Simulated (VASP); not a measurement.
Ge2H: single point with r2SCAN

Crystal: Ge2H.

```
H Ge
1.0
     0.00000    3.05381    0.00000
     3.05381    0.00000    0.00000
     1.52690    1.52690   -4.10241
H Ge
1 2
Direct
  0.00000 0.00000 0.00000
  0.33300 0.33300 0.33400
  0.66700 0.66700 0.66600
```

* Program: VASP 6.6.1
* Task: single point
* Functional: r2SCAN
* Potentials or basis: VASP PAW PBE potentials, release 64 (H, Ge_d)
* Cutoff: 520 eV
* k mesh: 12 × 12 × 12
* Occupations: gaussian, width 0.0399 eV
* Spin: no spin polarisation

The pressure is 13.1 GPa and the largest force is 1.681 eV/Å.

Forces on the atoms (eV/Å):
```
H    0.000  0.000  0.000
Ge   0.000  0.000  1.681
Ge   0.000  0.000 -1.681
```

Stress tensor (GPa, compression positive):
```
16.85  0.00  0.00
 0.00 16.85  0.00
 0.00  0.00  5.70
```

Levels at points of the mesh, in eV from the Fermi level:
| k point | band 11 | band 12 | band 13 | band 14 | band 15 | band 16 | band 17 | band 18 |
| --- | --- | --- | --- | --- | --- | --- | --- | --- |
| (0.00, 0.00, 0.00) | -15.18 | -5.17 | -4.80 | 1.59 | 1.59 | 2.41 | 4.80 | 6.37 |
| (0.50, 0.00, 0.00) | -10.69 | -10.23 | -4.57 | -4.54 | 2.58 | 4.77 | 5.56 | 5.65 |
| (0.50, 0.50, 0.00) | -7.48 | -5.92 | -5.85 | -5.08 | -3.31 | -0.09 | 0.96 | 3.86 |
| (0.00, 0.00, 0.50) | -14.08 | -10.64 | 0.74 | 0.74 | 0.79 | 5.11 | 5.79 | 7.42 |

It took 2.9 min on 1 thread of Intel(R) Xeon(R) Platinum 8488C (Sapphire Rapids) (shared host), peak memory 0.24 GiB.

Caveat: the PAW data sets were made with another functional, which shifts forces and pressure a little.
